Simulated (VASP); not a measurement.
Input of a VASP 6.6.1 run:

Contents of INCAR:

```
SYSTEM = SnSe2
ALGO = Normal
EDIFF = 1E-6
EDIFFG = -0.01
ENCUT = 600
GGA = PS
IBRION = 2
ISIF = 4
ISMEAR = 0
IVDW = 12
LASPH = .True.
LCHARG = .False.
LREAL = .False.
LWAVE = .False.
NELM = 80
NSW = 50
PREC = Accurate
SIGMA = 0.02
```

The input KPOINTS:

```
k-points
0
Gamma
  12 12 6
  0 0 0
```

POSCAR

```
SnSe2
1.0
    3.8276647203      0.0000000000      0.0000000000
   -1.9138323601      3.3148548850      0.0000000000
    0.0000000000      0.0000000000      5.8250641897
Sn Se
1 2
Direct
    0.0000000000      0.0000000000      0.0000000000
    0.3333333333      0.6666666667      0.2750013245
    0.6666666667      0.3333333333      0.7249986755
```

Potentials or basis: VASP PAW PBE potentials, release 64 (Sn_d, Se).

Run with:

```bash
$ cat potpaw_PBE.64/Sn_d/POTCAR potpaw_PBE.64/Se/POTCAR > POTCAR
$ mpirun -np 1 vasp_std > vasp.out
```

Question: What does it give for the band gap on the k mesh?

Answer: 0.18 eV, indirect (least direct gap 0.76 eV).

Question: Estimate the dispersion energy per atom.

Answer: -0.344 eV.

Forces in eV/Å, atoms in the order of the input:
```
Sn   0.000  0.000  0.000
Se   0.000  0.000  0.003
Se   0.000  0.000 -0.003
```

Caveat: the PAW data sets were made with another functional, which shifts forces and pressure a little; spin-orbit coupling is left out, which moves the levels of the heavy elements. A k mesh can miss the band edges.
